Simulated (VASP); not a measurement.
Wanted: the native input for a VASP 6.6.1 run.

```
Task                   : single point
Functional             : PBE
Potentials or basis    : VASP PAW PBE potentials, release 64 (Mg_sv, O)
Cutoff                 : 750 eV
k mesh                 : 2 × 2 × 2
Occupations            : gaussian, width 0.05 eV
Spin                   : no spin polarisation
Dipole correction      : no
Mended                 : yes
Further INCAR settings : LREAL = Auto; ALGO = Normal; EDIFF = 1e-06; NBANDS = 83
```

The structure of Mg9O8 (a cell with a defect) lies in POSCAR:

```
Mg9O8
1.0
    0.0000000000      4.0260000000      4.0260000000
    4.0260000000      0.0000000000      4.0260000000
    4.0260000000      4.0260000000      0.0000000000
Mg O
9 8
Direct
   -0.0003570541     -0.0015885494     -0.0085304272
   -0.0073128415     -0.0085483110      0.4898759314
   -0.0352244163      0.5114526826      0.0105085693
   -0.0006161202      0.4926829359      0.4977105067
    0.5127677596     -0.0364443616      0.0104470939
    0.4938277447     -0.0018573025      0.4977378291
    0.5423948087      0.5411571038      0.0397000745
    0.5127408097      0.5114444858      0.4622703676
    0.4013622702      0.4001501490      0.8985940139
    0.2236995777      0.2225239692      0.2683709637
    0.2570629657      0.2557954545      0.7547716095
    0.2316295330      0.7592259066      0.2581300298
    0.2231698957      0.7695750124      0.7211015897
    0.7604379036      0.2303474913      0.2581430700
    0.7708012916      0.2219731744      0.7210829608
    0.7535326627      0.7523048932      0.2512964481
    0.7607060358      0.7594809985      0.7294516890
```

The input as run:

INCAR

```
PREC = Accurate
ENCUT = 750
EDIFF = 1E-6
ISMEAR = 0
SIGMA = 0.05
LREAL = Auto
LASPH = True
NELM = 120
ALGO = Normal
ISIF = 2
LWAVE = False
LCHARG = True
GGA = PE
LELF = True
LVHAR = True
NBANDS = 83
GGA_COMPAT = False
```

KPOINTS

```
Automatic mesh
0
Gamma
  2 2 2
```

Potentials or basis: VASP PAW PBE potentials, release 64 (Mg_sv, O).

Command:

```sh
$ cat potpaw_PBE.64/Mg_sv/POTCAR potpaw_PBE.64/O/POTCAR > POTCAR
$ mpirun -np 1 vasp_std > vasp.out
```

It gave:

* Pressure: 86.8 GPa
* Largest force: 0.040 eV/Å
* Band gap on the k mesh: zero (bands 69 and 70 overlap by 0.16 eV)

Caveat: the k points lie up to 0.68 Å⁻¹ apart.

It took 7.7 min on 1 thread of Intel(R) Xeon(R) Platinum 8375C CPU @ 2.90GHz (Ice Lake), on a shared host, peak memory 0.41 GiB.
